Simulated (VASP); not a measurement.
# BN (P6_3/mmc) in VASP: further runs

The runs below take BN through single point, with r2SCAN+D4, LDA.

Program: VASP 6.6.1. These are calculated values, not measurements. Logs are shortened: lines on timing, memory, paths and dates and some standing lists are left out, and cuts for length are marked.

## Step 1: The cell of the first run

The structure is hexagonal, space group P6_3/mmc (No. 194). The conventional cell has a = 2.498 Å, b = 2.498 Å, c = 6.636 Å, α = 90.00°, β = 90.00°, γ = 120.00°. N (site symmetry -6m2) has 3 B at 1.44 Å within 1.9 Å. B (site symmetry -6m2) has 3 N at 1.44 Å within 1.9 Å.

## Step 2: Single point, r2SCAN+D4

POSCAR reads:

```
BN
1.0
    2.4982400000      0.0000000000      0.0000000000
   -1.2491200000      2.1635393048      0.0000000000
    0.0000000000      0.0000000000      6.6357000000
N B
2 2
Direct
    0.6666666667      0.3333333333      0.2500000000
    0.3333333333      0.6666666667      0.7500000000
    0.6666666667      0.3333333333      0.7500000000
    0.3333333333      0.6666666667      0.2500000000
```

INCAR.step1 reads:

```
SYSTEM = BN
PREC = Accurate ; ENCUT = 520
ISMEAR = -1 ; SIGMA = 0.05
LREAL = .FALSE. ; LASPH = .TRUE.
NELM = 80 ; NBANDS = 16
GGA = PE ; ALGO = Normal
EDIFF = 1E-4 ; LWAVE = .TRUE.
LCHARG = .FALSE.
```

INCAR.step2 reads:

```
SYSTEM = BN
PREC = Accurate ; ENCUT = 520
EDIFF = 1E-7 ; ISMEAR = -1
SIGMA = 0.05 ; LREAL = .FALSE.
LASPH = .TRUE. ; NELM = 80
ALGO = Normal ; ISIF = 2
LWAVE = .FALSE. ; LCHARG = .TRUE.
METAGGA = R2SCAN ; LMIXTAU = .TRUE.
IVDW = 13 ; VDW_S6 = 1.0
VDW_S8 = 0.6018749 ; VDW_A1 = 0.51559235
VDW_A2 = 5.77342911 ; LELF = .TRUE.
LVHAR = .TRUE. ; NBANDS = 16
ISTART = 1
```

KPOINTS reads:

```
Automatic mesh
0
G
  12 12 4
  0 0 0
```

Potentials or basis: VASP PAW PBE potentials, release 64 (N, B).

Started as:

```
cat potpaw_PBE.64/N/POTCAR potpaw_PBE.64/B/POTCAR > POTCAR
cp INCAR.step1 INCAR
mpirun -np 1 vasp_std > vasp.out
cp INCAR.step2 INCAR
mpirun -np 1 vasp_std > vasp.out
```

OUTCAR:

```text
SYSTEM = BN
   PREC = Accurate
   ENCUT = 520
   EDIFF = 1E-7
   ISMEAR = -1
   LREAL = .FALSE.
   LASPH = .TRUE.
   NELM = 80
   ISIF = 2
   METAGGA = R2SCAN
   IVDW = 13
   ISTART = 1

 ion  position               nearest neighbor table
   1  0.667  0.333  0.250-   4 1.44   4 1.44   4 1.44
   2  0.333  0.667  0.750-   3 1.44   3 1.44   3 1.44
   3  0.667  0.333  0.750-   2 1.44   2 1.44   2 1.44
   4  0.333  0.667  0.250-   1 1.44   1 1.44   1 1.44

  LATTYP: Found a hexagonal cell.
 ALAT       =     2.4982400000
 C/A-ratio  =     2.6561499296

  Lattice vectors:

 A1 = (   2.4982400000,   0.0000000000,   0.0000000000)
 A2 = (  -1.2491200000,   2.1635393048,   0.0000000000)
 A3 = (   0.0000000000,   0.0000000000,   6.6357000000)

Analysis of symmetry for initial positions (statically):
=====================================================================
 Subroutine PRICEL returns:
 Original cell was already a primitive cell.

 Routine SETGRP: Setting up the symmetry group for a
 hexagonal supercell.

 Subroutine GETGRP returns: Found 24 space group operations
 (whereof 12 operations were pure point group operations)
 out of a pool of 24 trial point group operations.

The static configuration has the point symmetry D_3d.
 The point group associated with its full space group is D_6h.

Analysis of symmetry for dynamics (positions and initial velocities):
=====================================================================
 Subroutine PRICEL returns:
 Original cell was already a primitive cell.

 Routine SETGRP: Setting up the symmetry group for a
 hexagonal supercell.

 Subroutine GETGRP returns: Found 24 space group operations
 (whereof 12 operations were pure point group operations)
 out of a pool of 24 trial point group operations.

The dynamic configuration has the point symmetry D_3d.
 The point group associated with its full space group is D_6h.

 Subroutine INISYM returns: Found 24 space group operations
 (whereof 12 operations are pure point group operations),
 and found     1 'primitive' translations

----------------------------------------------------------------------------------------

                                     Primitive cell

  volume of cell :      35.8662

  direct lattice vectors                    reciprocal lattice vectors
     2.498240000  0.000000000  0.000000000     0.400281798  0.231102804  0.000000000
    -1.249120000  2.163539305  0.000000000     0.000000000  0.462205608  0.000000000
[... 91 lines left out ...]
   EDIFFG = 0.1E-05   stopping-criterion for IOM
   NSW    =      0    number of steps for IOM
   IBRION =     -1    ionic relax: 0-MD 1-quasi-New 2-CG
   NFREE  =      0    steps in history (QN), initial steepest desc. (CG)
   ISIF   =      2    stress and relaxation
   ISYM   =      2    0-nonsym 1-usesym 2-fastsym
   POTIM  = 0.5000    time-step for ionic-motion
   TEBEG  =    0.0;   TEEND  =   0.0 temperature during run
   PSTRESS=    0.0 pullay stress
   NELECT =      16.0000    total number of electrons
   NUPDOWN=      -1.0000    fix difference up-down
   EMIN   =  10.00;   EMAX   =-10.00  energy-range for DOS
   EFERMI =   0.00;   METHOD = LEGACY
   ISMEAR =    -1;   SIGMA  =   0.05  broadening in eV -4-tet -1-fermi 0-gaus
   EFERMI_NEDOS =   21; number of points for ismear=-14 and -15
   IALGO  =     38    algorithm
   IMIX   =      4    mixing-type and parameters
     AMIX     =   0.40;   BMIX     =  1.00
     AMIX_MAG =   1.60;   BMIX_MAG =  1.00
  volume/ion in A,a.u.               =       8.97        60.51
  Fermi-wavevector in a.u.,A,eV,Ry     =   1.250891  2.363842 21.289433  1.564729
  Thomas-Fermi vector in A             =   2.384864
   LORBIT       =      0    0 simple, 1 ext, 2 COOP (PROOUT), +10 PAW based schemes
   METAGGA = R2SCAN    functional components
   LHFCALC =     F    Hartree Fock is set to
   AEXX    =    0.0000 exact exchange contribution
   IVDW    =    13    specifies the selected vdW correction
   LEPSILON=     F    determine dielectric tensor
   LRPA    =     F    only Hartree local field effects (RPA)
 non-spin polarized calculation
  energy-cutoff  :      520.00
  volume of cell :       35.87
 maximum number of plane-waves:       985
 NGX is ok and might be reduce to    20
   NGX =  9   NGY =  9   NGZ = 25

 number of electron      15.9999997 magnetization

 Free energy of the ion-electron system (eV)
  ---------------------------------------------------
  ext. energy  EPLUGINS =         0.00000000
  ---------------------------------------------------
  free energy    TOTEN  =       -38.59158740 eV

  energy without entropy =      -38.59158740  energy(sigma->0) =      -38.59158740

 E-fermi :   3.1027     XC(G=0): -10.7585

 val. band max:        2.0469752461   @ k =   0.3333   0.3333   0.5000
 cond. band min:       6.9332486120   @ k =   0.5000   0.0000   0.0000
 fundamental gap:      4.8862733659
 Fermi energy:         3.1027429311

 k-point     1 :       0.0000    0.0000    0.0000
  band No.  band energies     occupation
      1     -16.7873      2.00000
      2     -16.4955      2.00000
      3      -4.3629      2.00000
      4      -2.1716      2.00000
      5       0.7027      2.00000
      6       0.7027      2.00000
[... 433 lines left out ...]
      3      -5.1438      2.00000
      4      -5.0843      2.00000
      5      -1.6585      2.00000
      6      -1.6131      2.00000
[... 8 lines left out ...]
     15      19.9539      0.00000
     16      21.8987      0.00000

 [... further k-points ...]

------------------------ aborting loop because EDIFF is reached ----------------------------------------

  DFT-D4 for vdW energy calculation

  Edisp (eV):   -0.27642

  FORCE on cell =-STRESS in cart. coord.  units (eV):
  Direction    XX          YY          ZZ          XY          YZ          ZX
  --------------------------------------------------------------------------------------
  -------------------------------------------------------------------------------------
  Total       0.22279     0.22279    -0.10303     0.00000     0.00000     0.00000
  in kB       9.95202     9.95202    -4.60240     0.00000     0.00000     0.00000
  external pressure =        5.10 kB  Pullay stress =        0.00 kB

 VOLUME and BASIS-vectors are now :
 -----------------------------------------------------------------------------
  energy-cutoff  :      520.00
  volume of cell :       35.87
      direct lattice vectors                 reciprocal lattice vectors
     2.498240000  0.000000000  0.000000000     0.400281798  0.231102804  0.000000000
    -1.249120000  2.163539305  0.000000000     0.000000000  0.462205608  0.000000000
     0.000000000  0.000000000  6.635700000     0.000000000  0.000000000  0.150700002

 POSITION                                       TOTAL-FORCE (eV/Angst)
 -----------------------------------------------------------------------------------
      1.24912      0.72118      1.65892        -0.000000      0.000000      0.000000
     -0.00000      1.44236      4.97677         0.000000     -0.000000      0.000000
      1.24912      0.72118      4.97677        -0.000000      0.000000      0.000000
     -0.00000      1.44236      1.65892         0.000000      0.000000      0.000000
 -----------------------------------------------------------------------------------
    total drift:                                0.000000     -0.000000      0.000000

  FREE ENERGIE OF THE ION-ELECTRON SYSTEM (eV)
  ---------------------------------------------------
  free  energy   TOTEN  =       -38.8680070882 eV

  energy  without entropy=      -38.8680070882  energy(sigma->0) =      -38.86800709
```

OSZICAR.step1:

```text
N       E                     dE             d eps       ncg     rms          rms(c)
DAV:   1     0.509284688710E+02    0.50928E+02   -0.80964E+03  1824   0.928E+02
DAV:   2    -0.354238225739E+02   -0.86352E+02   -0.78133E+02  2600   0.223E+02
DAV:   3    -0.387318567240E+02   -0.33080E+01   -0.32945E+01  2368   0.431E+01
DAV:   4    -0.387527875516E+02   -0.20931E-01   -0.20929E-01  2304   0.381E+00
DAV:   5    -0.387529771671E+02   -0.18962E-03   -0.18961E-03  2368   0.347E-01    0.113E+01
DAV:   6    -0.355096498088E+02    0.32433E+01   -0.52065E+00  2384   0.175E+01    0.509E+00
DAV:   7    -0.352255142350E+02    0.28414E+00   -0.60008E-01  2432   0.560E+00    0.318E+00
DAV:   8    -0.351509982240E+02    0.74516E-01   -0.23688E-01  2368   0.328E+00    0.487E-01
DAV:   9    -0.351458643332E+02    0.51339E-02   -0.16090E-02  2088   0.104E+00    0.198E-01
DAV:  10    -0.351467933809E+02   -0.92905E-03   -0.13512E-03  2088   0.282E-01    0.351E-02
DAV:  11    -0.351468953029E+02   -0.10192E-03   -0.90224E-05  1952   0.789E-02    0.227E-02
DAV:  12    -0.351469093859E+02   -0.14083E-04   -0.23209E-05  1424   0.393E-02
   1 F= -.35146909E+02 E0= -.35146909E+02  d E =-.107146E-10
```

Wall time 82 s (1 thread of Intel Xeon Platinum 8488C (Sapphire Rapids), shared host); peak memory 0.17 GiB.

Results:

```
Free energy                : -38.8680 eV
Pressure                   : 0.5 GPa
Band gap on the k mesh     : 4.89 eV, indirect (least direct gap 5.32 eV)
Dispersion energy per atom : -0.069 eV
```

Levels at points of the mesh, in eV from the valence-band top:
| k point | band 4 | band 5 | band 6 | band 7 | band 8 | band 9 | band 10 | band 11 | band 12 | band 13 |
| --- | --- | --- | --- | --- | --- | --- | --- | --- | --- | --- |
| (0.00, 0.00, 0.00) | -4.22 | -1.34 | -1.34 | -1.31 | -1.31 | 5.64 | 11.12 | 12.36 | 12.36 | 12.49 |
| (0.50, 0.00, 0.00) | -9.22 | -4.30 | -4.23 | -1.45 | -0.44 | 4.89 | 6.35 | 10.28 | 10.74 | 13.33 |
| (0.00, 0.00, 0.50) | -5.44 | -1.32 | -1.32 | -1.32 | -1.32 | 8.15 | 8.15 | 12.42 | 12.42 | 12.42 |
| (0.50, 0.00, 0.50) | -9.26 | -4.26 | -4.26 | -0.92 | -0.92 | 5.36 | 5.36 | 10.71 | 10.71 | 14.37 |

Caveat: the PAW data sets were made with another functional, which shifts forces and pressure a little.

## Step 3: Single point, r2SCAN+D4

This run uses another cell than the first one, of 9.15 Å³/atom, 1.020 times its volume.

POSCAR reads:

```
BN
1.0
    2.5147851179      0.0000000000      0.0000000000
   -1.2573925590      2.1778677972      0.0000000000
    0.0000000000      0.0000000000      6.6796463138
N B
2 2
Direct
    0.6666666667      0.3333333333      0.2500000000
    0.3333333333      0.6666666667      0.7500000000
    0.6666666667      0.3333333333      0.7500000000
    0.3333333333      0.6666666667      0.2500000000
```

INCAR.step1 reads:

```
SYSTEM = BN
ALGO = Normal ; EDIFF = 1E-4
ENCUT = 520 ; GGA = PE
ISMEAR = -1 ; LASPH = .TRUE.
LCHARG = .FALSE. ; LREAL = .FALSE.
LWAVE = .TRUE. ; NBANDS = 16
NELM = 100 ; PREC = Accurate
SIGMA = 0.05
```

INCAR.step2 reads:

```
SYSTEM = BN
ALGO = Normal ; EDIFF = 1E-7
ENCUT = 520 ; ISIF = 2
ISMEAR = -1 ; ISTART = 1
IVDW = 13 ; LASPH = .TRUE.
LCHARG = .FALSE. ; LMIXTAU = .TRUE.
LREAL = .FALSE. ; LWAVE = .FALSE.
METAGGA = R2SCAN ; NBANDS = 16
NELM = 100 ; PREC = Accurate
SIGMA = 0.05 ; VDW_A1 = 0.51559235
VDW_A2 = 5.77342911 ; VDW_S6 = 1.0
VDW_S8 = 0.6018749
```

KPOINTS reads:

```
k-points
0
G
  12 12 4
  0 0 0
```

Potentials or basis: VASP PAW PBE potentials, release 64 (N, B).

Started as:

```
cat potpaw_PBE.64/N/POTCAR potpaw_PBE.64/B/POTCAR > POTCAR
cp INCAR.step1 INCAR
mpirun -np 1 vasp_std > vasp.out
cp INCAR.step2 INCAR
mpirun -np 1 vasp_std > vasp.out
```

It took 94 s on 1 thread of Intel Xeon Platinum 8488C (Sapphire Rapids), shared host; peak memory 0.16 GiB.

The run converged. Its results:

- Free energy: -38.8603 eV
- Pressure: -4.3 GPa
- Band gap on the k mesh: 4.86 eV, indirect (least direct gap 5.29 eV)
- Dispersion energy per atom: -0.068 eV

Stress tensor (GPa, compression positive):
```
-6.16  0.00  0.00
 0.00 -6.16  0.00
 0.00  0.00 -0.64
```

Levels at points of the mesh, in eV from the valence-band top:
| k point | band 5 | band 6 | band 7 | band 8 | band 9 | band 10 | band 11 | band 12 |
| --- | --- | --- | --- | --- | --- | --- | --- | --- |
| (0.00, 0.00, 0.00) | -1.37 | -1.37 | -1.33 | -1.33 | 5.60 | 10.96 | 12.19 | 12.19 |
| (0.50, 0.00, 0.00) | -4.27 | -4.20 | -1.42 | -0.43 | 4.86 | 6.28 | 10.09 | 10.52 |
| (0.00, 0.00, 0.50) | -1.35 | -1.35 | -1.35 | -1.35 | 8.04 | 8.04 | 12.25 | 12.25 |
| (0.50, 0.00, 0.50) | -4.23 | -4.23 | -0.90 | -0.90 | 5.32 | 5.32 | 10.49 | 10.49 |

Caveat: the PAW data sets were made with another functional, which shifts forces and pressure a little.

## Step 4: Single point, r2SCAN+D4

This run uses another cell than the first one, of 9.33 Å³/atom, 1.040 times its volume.

POSCAR reads:

```
BN
1.0
    2.5311153490      0.0000000000      0.0000000000
   -1.2655576745      2.1920101922      0.0000000000
    0.0000000000      0.0000000000      6.7230218559
N B
2 2
Direct
    0.6666666667      0.3333333333      0.2500000000
    0.3333333333      0.6666666667      0.7500000000
    0.6666666667      0.3333333333      0.7500000000
    0.3333333333      0.6666666667      0.2500000000
```

INCAR.step1 reads:

```
ALGO = Normal ; EDIFF = 1E-4
ENCUT = 520 ; GGA = PE
ISMEAR = -1 ; LASPH = T
LCHARG = F ; LREAL = F
LWAVE = T ; NBANDS = 16
NELM = 60 ; PREC = Accurate
SIGMA = 0.05
```

INCAR.step2 reads:

```
ALGO = Normal ; EDIFF = 1E-6
ENCUT = 520 ; ISIF = 2
ISMEAR = -1 ; ISTART = 1
IVDW = 13 ; LASPH = T
LCHARG = F ; LMIXTAU = T
LREAL = F ; LWAVE = F
METAGGA = R2SCAN ; NBANDS = 16
NELM = 60 ; PREC = Accurate
SIGMA = 0.05 ; VDW_A1 = 0.51559235
VDW_A2 = 5.77342911 ; VDW_S6 = 1.0
VDW_S8 = 0.6018749
```

KPOINTS reads:

```
k-points
0
Gamma
  12 12 4
```

Started as:

```
cat potpaw_PBE.64/N/POTCAR potpaw_PBE.64/B/POTCAR > POTCAR
cp INCAR.step1 INCAR
mpirun -np 1 vasp_std > vasp.out
cp INCAR.step2 INCAR
mpirun -np 1 vasp_std > vasp.out
```

It took 89 s on 1 thread of Intel Xeon Platinum 8488C (Sapphire Rapids), shared host; peak memory 0.16 GiB.

Results (log left out):

| Property | Result |
| --- | --- |
| Free energy | -38.8320 eV |
| Pressure | -8.7 GPa |
| Band gap on the k mesh | 4.83 eV, indirect (least direct gap 5.26 eV) |
| Dispersion energy per atom | -0.067 eV |

Stress tensor (GPa, compression positive):
```
-12.71   0.00   0.00
  0.00 -12.71   0.00
  0.00   0.00  -0.81
```

Levels at points of the mesh, in eV from the valence-band top:
| k point | band 5 | band 6 | band 7 | band 8 | band 9 | band 10 | band 11 | band 12 |
| --- | --- | --- | --- | --- | --- | --- | --- | --- |
| (0.00, 0.00, 0.00) | -1.39 | -1.39 | -1.35 | -1.35 | 5.55 | 10.81 | 12.03 | 12.03 |
| (0.50, 0.00, 0.00) | -4.23 | -4.17 | -1.38 | -0.42 | 4.83 | 6.21 | 9.90 | 10.31 |
| (0.00, 0.00, 0.50) | -1.37 | -1.37 | -1.37 | -1.37 | 7.94 | 7.94 | 12.09 | 12.09 |
| (0.50, 0.00, 0.50) | -4.20 | -4.20 | -0.88 | -0.88 | 5.28 | 5.28 | 10.28 | 10.28 |

Caveat: the PAW data sets were made with another functional, which shifts forces and pressure a little. A k mesh can miss the band edges.

[end of part 1 of 2]
